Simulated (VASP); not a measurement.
A run of VASP 6.6.1 is set up as follows.

Contents of INCAR:

```
  PREC = Accurate
  ENCUT = 520
  EDIFF = 1E-7
  ISMEAR = 0
  SIGMA = 0.02
  LREAL = F
  LASPH = T
  NELM = 80
  ALGO = Normal
  ISIF = 2
  LWAVE = F
  LCHARG = F
  GGA = PE
  NBANDS = 31
```

Contents of KPOINTS:

```
Automatic mesh
0
Gamma
  6 6 4
```

POSCAR

```
HfO2
1.0
    3.7124339275      0.0000000000      0.0000000000
    0.0000000000      3.5772724981      0.0000000000
    0.0000000000      0.0000000000      5.2244875088
Hf O
2 4
Direct
    0.5000000000      0.5000000000      0.5022286822
    0.0000000000      0.0000000000     -0.0022286822
    0.0000000000      0.5000000000      0.6919751055
    0.5000000000      0.0000000000      0.8080248945
    0.5000000000      0.0000000000      0.3065335262
    0.0000000000      0.5000000000      0.1934664738
```

Potentials or basis: VASP PAW PBE potentials, release 64 (Hf_pv, O).

The run is started by

```bash
$ cat potpaw_PBE.64/Hf_pv/POTCAR potpaw_PBE.64/O/POTCAR > POTCAR
$ mpirun -np 1 vasp_std > vasp.out
```

Task: What does it give for the largest force?

Result: 0.245 eV/Å.

Task: What does it give for the pressure?

Result: -6.4 GPa.

Task: Predict the band gap on the k mesh.

Result: 4.44 eV (least direct gap 4.53 eV).

Forces on the atoms (eV/Å):
```
Hf   0.000  0.000  0.245
Hf   0.000  0.000 -0.245
O    0.000  0.000 -0.106
O    0.000  0.000  0.106
O    0.000  0.000 -0.019
O    0.000  0.000  0.019
```

Caveat: the cell differs from its parent crystal (uniaxial strain along a: +3.0 %); the cell stands under tension; spin-orbit coupling is left out, which moves the levels of the heavy elements. A k mesh can miss the band edges.
